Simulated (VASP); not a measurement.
Input of a VASP 6.6.1 run:

INCAR

```
SYSTEM = Cu
ALGO = Normal
DIPOL = 0.5 0.5 0.500
EDIFF = 1E-7
ENCUT = 520
GGA = PS
IDIPOL = 3
ISIF = 2
ISMEAR = 0
LASPH = .TRUE.
LCHARG = .FALSE.
LDIPOL = .TRUE.
LREAL = .FALSE.
LWAVE = .FALSE.
NBANDS = 60
NELM = 60
PREC = Accurate
SIGMA = 0.1
```

The input KPOINTS:

```
k-points
0
G
  14 10 1
  0 0 0
```

File POSCAR:

```
Cu
1.0
    2.5196845177      0.0000000000      0.0000000000
    0.0000000000      3.5633720178      0.0000000000
    0.0000000000      0.0000000000     25.0787380707
Cu
9
Direct
    0.5000000000      0.5000000000      0.2990581097
    0.0000000000      0.0000000000      0.3492935822
    0.5000000000      0.5000000000      0.3995290548
    0.0000000000      0.0000000000      0.4497645274
    0.5000000000      0.5000000000      0.5000000000
    0.0000000000      0.0000000000      0.5502354726
    0.5000000000      0.5000000000      0.6004709452
    0.0000000000      0.0000000000      0.6507064178
    0.5000000000      0.5000000000      0.7009418903
```

Potentials or basis: VASP PAW PBE potentials, release 64 (Cu).

The run is started by

```console
$ cat potpaw_PBE.64/Cu/POTCAR > POTCAR
$ mpirun -np 1 vasp_std > vasp.out
```

(1) Estimate the largest force.

(2) What does it give for the band gap on the k mesh?

Answers

(1) 0.445 eV/Å.

(2) zero (an odd number of electrons rules out a gap without spin polarisation).

Caveat: the PAW data sets were made with another functional, which shifts forces and pressure a little.
